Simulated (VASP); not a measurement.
Ir:

```
CELL_PARAMETERS angstrom
2.59241 0.00000 0.00000
-1.29620 2.24509 0.00000
0.00000 0.00000 4.20329
ATOMIC_POSITIONS crystal
Ir 0.66667 0.33333 0.75000
Ir 0.33333 0.66667 0.25000
```

This isn't the form of Ir at room conditions, which is fcc.

Base run:

```yaml
Program: VASP 6.6.1
Functional: LDA
Potentials_or_basis: VASP PAW LDA potentials, release 64 (Ir)
Cutoff: 520 eV
k_mesh: 21 × 21 × 12
Occupations: gaussian, width 0.15 eV
Spin: collinear spin
Starting_moments: "[0.6, 0.6] μB"
Fixed_moment: 1.2 μB
```

Its results: pressure 79.7 GPa; site moments Ir +0.58 μB.

Q: The run is repeated on the same cell with these changes: fixed moment from 1.2 μB to 1.6 μB; moments at the start from [0.6, 0.6] to [0.8, 0.8]. What comes out?

A: Pressure 83.1 GPa; site moments Ir +0.78 μB.

Caveats: the cell stands under pressure; the total moment is fixed, so each spin has its own Fermi level and the state may be an excited one.
